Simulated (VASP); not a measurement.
# GaP (Cmcm) in VASP: single point with PBEsol

Aim: the single point of GaP with PBEsol.

Everything below comes from runs of VASP 6.6.1. Logs are shortened: lines on timing, memory, paths and dates and some standing lists are left out, and cuts for length are marked.

### 1 The cell of the first run

It takes space group Cmcm (No. 63, orthorhombic). The conventional cell has a = 4.716 Å, b = 4.925 Å, c = 4.529 Å, α = 90.00°, β = 90.00°, γ = 90.00°. Within 3.1 Å of Ga (site symmetry m2m) lie 6 P at 2.36 to 2.50 Å and 2 Ga at 2.75 Å. P (site symmetry m2m) has 6 Ga at 2.36 to 2.50 Å and 2 P at 2.79 Å within 3.1 Å.

### 2 Single point, PBEsol

The input, INCAR:

```
SYSTEM = GaP
  PREC = Accurate
  ENCUT = 520
  EDIFF = 1E-6
  ISMEAR = 0
  SIGMA = 0.1
  LREAL = .FALSE.
  LASPH = .TRUE.
  NELM = 80
  ALGO = Normal
  ISIF = 2
  LWAVE = .FALSE.
  LCHARG = .FALSE.
  GGA = PS
  NBANDS = 26
```

The input, KPOINTS:

```
regular mesh
0
G
  14 14 12
  0 0 0
```

The input, POSCAR:

```
GaP
1.0
    2.3577595725     -2.4624370653      0.0000000000
    2.3577595725      2.4624370653      0.0000000000
    0.0000000000      0.0000000000      4.5285734403
Ga P
2 2
Direct
    0.3412390609      0.6587609391      0.2500000000
    0.6587609391      0.3412390609      0.7500000000
    0.8336910607      0.1663089393      0.2500000000
    0.1663089393      0.8336910607      0.7500000000
```

Potentials or basis: VASP PAW PBE potentials, release 64 (Ga_d, P).

The run is started by

```
> cat potpaw_PBE.64/Ga_d/POTCAR potpaw_PBE.64/P/POTCAR > POTCAR
> mpirun -np 1 vasp_std > vasp.out
```

OUTCAR:

```text
SYSTEM = GaP
   PREC = Accurate
   ENCUT = 520
   EDIFF = 1E-6
   ISMEAR = 0
   LREAL = .FALSE.
   LASPH = .TRUE.
   NELM = 80
   ISIF = 2
   GGA = PS

 ion  position               nearest neighbor table
   1  0.341  0.659  0.250-   3 2.36   3 2.36   4 2.42   4 2.42   3 2.43   3 2.50   2 2.75   2 2.75

   2  0.659  0.341  0.750-   4 2.36   4 2.36   3 2.42   3 2.42   4 2.43   4 2.50   1 2.75   1 2.75

   3  0.834  0.166  0.250-   1 2.36   1 2.36   2 2.42   2 2.42   1 2.43   1 2.50   4 2.79   4 2.79

   4  0.166  0.834  0.750-   2 2.36   2 2.36   1 2.42   1 2.42   2 2.43   2 2.50   3 2.79   3 2.79

  LATTYP: Found a base centered orthorhombic cell.
 ALAT       =     4.7155191450
 B/A-ratio  =     1.0443970174
 C/A-ratio  =     0.9603552231

  Lattice vectors:

 A1 = (   2.3577595725,  -2.4624370653,   0.0000000000)
 A2 = (   2.3577595725,   2.4624370653,   0.0000000000)
 A3 = (   0.0000000000,   0.0000000000,   4.5285734403)

Analysis of symmetry for initial positions (statically):
=====================================================================
 Subroutine PRICEL returns:
 Original cell was already a primitive cell.

 Routine SETGRP: Setting up the symmetry group for a
 base centered orthorhombic supercell.

 Subroutine GETGRP returns: Found  8 space group operations
 (whereof  4 operations were pure point group operations)
 out of a pool of  8 trial point group operations.

The static configuration has the point symmetry C_2h.
 The point group associated with its full space group is D_2h.

Analysis of symmetry for dynamics (positions and initial velocities):
=====================================================================
 Subroutine PRICEL returns:
 Original cell was already a primitive cell.

 Routine SETGRP: Setting up the symmetry group for a
 base centered orthorhombic supercell.

 Subroutine GETGRP returns: Found  8 space group operations
 (whereof  4 operations were pure point group operations)
 out of a pool of  8 trial point group operations.

The dynamic configuration has the point symmetry C_2h.
 The point group associated with its full space group is D_2h.

 Subroutine INISYM returns: Found  8 space group operations
 (whereof  4 operations are pure point group operations),
 and found     1 'primitive' translations

----------------------------------------------------------------------------------------

                                     Primitive cell

  volume of cell :      52.5843

  direct lattice vectors                    reciprocal lattice vectors
     2.357759573 -2.462437065  0.000000000     0.212065728 -0.203050875  0.000000000
     2.357759573  2.462437065  0.000000000     0.212065728  0.203050875  0.000000000
     0.000000000  0.000000000  4.528573440     0.000000000  0.000000000  0.220820091

  length of vectors
     3.409197340  3.409197340  4.528573440     0.293600972  0.293600972  0.220820091

  position of ions in fractional coordinates (direct lattice)
     0.341239061  0.658760939  0.250000000
     0.658760939  0.341239061  0.750000000
     0.833691061  0.166308939  0.250000000
     0.166308939  0.833691061  0.750000000

  ion indices of the primitive-cell ions
   primitive index   ion index
                 1           1
                 2           2
                 3           3
                 4           4

----------------------------------------------------------------------------------------

 KPOINTS: regular mesh

Automatic generation of k-mesh.
 Grid dimensions read from file:
 generate k-points for:   14   14   12

 Generating k-lattice:

  Cartesian coordinates                     Fractional coordinates (reciprocal lattice)
     0.015147552 -0.014503634  0.000000000     0.071428571 -0.000000000  0.000000000
     0.015147552  0.014503634  0.000000000    -0.000000000  0.071428571  0.000000000
     0.000000000  0.000000000  0.018401674     0.000000000  0.000000000  0.083333333

  Length of vectors
     0.020971498  0.020971498  0.018401674

  Shift w.r.t. Gamma in fractional coordinates (k-lattice)
     0.000000000  0.000000000  0.000000000

 Subroutine IBZKPT returns following result:
 ===========================================

 Found    399 irreducible k-points:

 Following reciprocal coordinates:
            Coordinates               Weight
  0.000000  0.000000  0.000000      1.000000
  0.071429  0.000000  0.000000      4.000000
  0.142857  0.000000  0.000000      4.000000
  0.214286  0.000000  0.000000      4.000000
  0.285714  0.000000  0.000000      4.000000
  0.357143  0.000000  0.000000      4.000000
[... 16 lines left out ...]
  0.214286  0.142857  0.000000      4.000000
  0.285714  0.142857  0.000000      4.000000
 [... further k-points ...]
   k-points           NKPTS =    399   k-points in BZ     NKDIM =    399   number of bands    NBANDS=     26
   number of dos      NEDOS =    301   number of ions     NIONS =      4
   total plane-waves  NPLWV =  28224
   dimension x,y,z NGX =    28 NGY =   28 NGZ =   36
   dimension x,y,z NGXF=    56 NGYF=   56 NGZF=   72
   ions per type =               2   2
   NGX,Y,Z   is equivalent  to a cutoff of  13.65, 13.65, 13.22 a.u.
   NGXF,Y,Z  is equivalent  to a cutoff of  27.31, 27.31, 26.43 a.u.
 SYSTEM =  GaP
   PREC   = accura    normal or accurate (medium, high low for compatibility)
   ISTART =      0    job   : 0-new  1-cont  2-samecut
   ICHARG =      2    charge: 1-file 2-atom 10-const
   ISPIN  =      1    spin polarized calculation?
   LNONCOLLINEAR =      F non collinear calculations
   LSORBIT =      F    spin-orbit coupling
   LASPH  =      T    aspherical Exc in radial PAW
   ENCUT  =  520.0 eV  38.22 Ry    6.18 a.u.   6.34  6.34  8.42*2*pi/ulx,y,z
   NELM   =     80;   NELMIN=  2; NELMDL= -5     # of ELM steps
   EDIFF  = 0.1E-05   stopping-criterion for ELM
   LREAL  =      F    real-space projection
   EDIFFG = 0.1E-04   stopping-criterion for IOM
   NSW    =      0    number of steps for IOM
   IBRION =     -1    ionic relax: 0-MD 1-quasi-New 2-CG
   NFREE  =      0    steps in history (QN), initial steepest desc. (CG)
   ISIF   =      2    stress and relaxation
   ISYM   =      2    0-nonsym 1-usesym 2-fastsym
   POTIM  = 0.5000    time-step for ionic-motion
   TEBEG  =    0.0;   TEEND  =   0.0 temperature during run
   PSTRESS=    0.0 pullay stress
   NELECT =      36.0000    total number of electrons
   NUPDOWN=      -1.0000    fix difference up-down
   EMIN   =  10.00;   EMAX   =-10.00  energy-range for DOS
   EFERMI =   0.00;   METHOD = LEGACY
   ISMEAR =     0;   SIGMA  =   0.10  broadening in eV -4-tet -1-fermi 0-gaus
   EFERMI_NEDOS =   21; number of points for ismear=-14 and -15
   IALGO  =     38    algorithm
   IMIX   =      4    mixing-type and parameters
     AMIX     =   0.40;   BMIX     =  1.00
     AMIX_MAG =   1.60;   BMIX_MAG =  1.00
  volume/ion in A,a.u.               =      13.15        88.71
  Fermi-wavevector in a.u.,A,eV,Ry     =   1.442858  2.726607 28.325149  2.081840
  Thomas-Fermi vector in A             =   2.561331
   LORBIT       =      0    0 simple, 1 ext, 2 COOP (PROOUT), +10 PAW based schemes
   GGA     = PS    functional components
   LHFCALC =     F    Hartree Fock is set to
   AEXX    =    0.0000 exact exchange contribution
   IVDW    =     0    specifies the selected vdW correction
   LEPSILON=     F    determine dielectric tensor
   LRPA    =     F    only Hartree local field effects (RPA)
 non-spin polarized calculation
 Gauss-broadening in eV      SIGMA  =   0.10
  energy-cutoff  :      520.00
  volume of cell :       52.58
 maximum number of plane-waves:      1441
 NGX is ok and might be reduce to    28
   NGX = 13   NGY = 13   NGZ = 17

 number of electron      35.9999998 magnetization

 Free energy of the ion-electron system (eV)
  ---------------------------------------------------
  ext. energy  EPLUGINS =         0.00000000
  ---------------------------------------------------
  free energy    TOTEN  =       -17.36249082 eV

  energy without entropy =      -17.35692025  energy(sigma->0) =      -17.35970554

 E-fermi :  10.1266     XC(G=0): -12.4514

 val. band max:       10.1138453080   @ k =   0.1429   0.0714   0.4167
 cond. band min:      10.1289436383   @ k =   0.0714   0.0714   0.2500
 fundamental gap:      0.0150983303
 Fermi energy:        10.1265949620

 k-point     1 :       0.0000    0.0000    0.0000
  band No.  band energies     occupation
      1      -5.9464      2.00000
      2      -5.5949      2.00000
      3      -5.2837      2.00000
      4      -5.2492      2.00000
      5      -5.2365      2.00000
      6      -5.1818      2.00000
[... 18 lines left out ...]
     25      17.8885      0.00000
     26      19.0562      0.00000

 k-point     2 :       0.0714    0.0000    0.0000
  band No.  band energies     occupation
      1      -5.8849      2.00000
      2      -5.5854      2.00000
      3      -5.2841      2.00000
      4      -5.2534      2.00000
      5      -5.2332      2.00000
      6      -5.1834      2.00000
[... 18 lines left out ...]
     25      17.1454      0.00000
     26      18.9611      0.00000

 k-point     3 :       0.1429    0.0000    0.0000
  band No.  band energies     occupation
      1      -5.7074      2.00000
      2      -5.5548      2.00000
      3      -5.2851      2.00000
      4      -5.2658      2.00000
      5      -5.2246      2.00000
      6      -5.1912      2.00000
[... 18 lines left out ...]
     25      16.9295      0.00000
     26      17.8254      0.00000

 k-point     4 :       0.2143    0.0000    0.0000
  band No.  band energies     occupation
      1      -5.5472      2.00000
      2      -5.4008      2.00000
      3      -5.2862      2.00000
      4      -5.2795      2.00000
      5      -5.2150      2.00000
      6      -5.1958      2.00000
[... 18 lines left out ...]
     25      17.0086      0.00000
     26      18.1866      0.00000
[... 496 lines left out ...]
      1      -5.5357      2.00000
      2      -5.5119      2.00000
      3      -5.3006      2.00000
      4      -5.2264      2.00000
      5      -5.2091      2.00000
      6      -5.1917      2.00000
[... 18 lines left out ...]
     25      18.5990      0.00000
     26      19.0750      0.00000

 k-point    23 :       0.2143    0.1429    0.0000
  band No.  band energies     occupation
      1      -5.5128      2.00000
      2      -5.4438      2.00000
      3      -5.3075      2.00000
      4      -5.2129      2.00000
      5      -5.1964      2.00000
      6      -5.1395      2.00000
[... 18 lines left out ...]
     25      18.8841      0.00000
     26      19.0659      0.00000

 k-point    24 :       0.2857    0.1429    0.0000
  band No.  band energies     occupation
      1      -5.4910      2.00000
      2      -5.4420      2.00000
      3      -5.3120      2.00000
      4      -5.2026      2.00000
      5      -5.1958      2.00000
      6      -5.1672      2.00000
[... 18 lines left out ...]
     25      19.3279      0.00000
     26      19.6756      0.00000

 [... further k-points ...]

------------------------ aborting loop because EDIFF is reached ----------------------------------------

  FORCE on cell =-STRESS in cart. coord.  units (eV):
  Direction    XX          YY          ZZ          XY          YZ          ZX
  --------------------------------------------------------------------------------------
  -------------------------------------------------------------------------------------
  Total       10.1010624     10.1455045     10.1299289      0.0000000      0.0000000      0.0000000
  in kB      307.7666583    309.1207537    308.6461836      0.0000000      0.0000000      0.0000000
  external PRESSURE =     308.5111985 kB  Pullay stress =       0.0000000 kB

 VOLUME and BASIS-vectors are now :
 -----------------------------------------------------------------------------
  energy-cutoff  :      520.00
  volume of cell :       52.58
      direct lattice vectors                 reciprocal lattice vectors
     2.357759573 -2.462437065  0.000000000     0.212065728 -0.203050875  0.000000000
     2.357759573  2.462437065  0.000000000     0.212065728  0.203050875  0.000000000
     0.000000000  0.000000000  4.528573440     0.000000000  0.000000000  0.220820091

 POSITION                                       TOTAL-FORCE (eV/Angst)
 -----------------------------------------------------------------------------------
      2.35776      0.78188      1.13214         0.000000      0.000560      0.000000
      2.35776     -0.78188      3.39643         0.000000     -0.000560     -0.000000
      2.35776     -1.64339      1.13214         0.000000      0.003421      0.000000
      2.35776      1.64339      3.39643         0.000000     -0.003421      0.000000
 -----------------------------------------------------------------------------------
    total drift:                                0.000000      0.000000     -0.000000

  FREE ENERGIE OF THE ION-ELECTRON SYSTEM (eV)
  ---------------------------------------------------
  free  energy   TOTEN  =       -17.3624908230 eV

  energy  without entropy=      -17.3569202549  energy(sigma->0) =      -17.35970554
```

Run time: 6.6 min. Hardware: 1 thread of Intel Xeon Platinum 8259CL at 2.50GHz (Skylake/Cascade Lake), shared host; peak memory 0.52 GiB.

Results:

* Free energy: -17.3625 eV
* Pressure: 30.9 GPa
* Largest force: 0.003 eV/Å
* Band gap on the k mesh: zero (bands 18 and 19 overlap by 4.09 eV)

Forces in eV/Å, atoms in the order of the input:
```
Ga   0.000  0.001  0.000
Ga   0.000 -0.001  0.000
P    0.000  0.003  0.000
P    0.000 -0.003  0.000
```

Levels at points of the mesh, in eV from the Fermi level:
```csv
k point,band 14,band 15,band 16,band 17,band 18,band 19,band 20,band 21,band 22,band 23
"(0.00, 0.00, 0.00)",-4.20,-3.98,-3.77,-2.02,0.64,1.36,3.05,3.60,4.47,5.94
"(0.50, 0.00, 0.00)",-5.61,-5.13,-4.52,-1.51,-0.31,0.13,1.42,4.97,6.14,6.21
"(0.50, 0.50, 0.00)",-8.18,-4.08,-3.91,-3.36,-3.15,-3.09,-1.62,0.39,2.39,10.93
"(0.00, 0.00, 0.50)",-3.69,-2.76,-2.76,-2.13,-2.13,0.86,0.86,2.94,2.94,7.53
"(0.50, 0.00, 0.50)",-9.89,-0.71,-0.71,-0.01,-0.01,2.66,2.66,2.93,2.93,3.84
"(0.50, 0.50, 0.50)",-7.60,-6.59,-6.59,-6.43,-6.43,3.35,3.35,6.27,6.27,8.15
```

Caveat: the cell stands under pressure; the PAW data sets were made with another functional, which shifts forces and pressure a little.
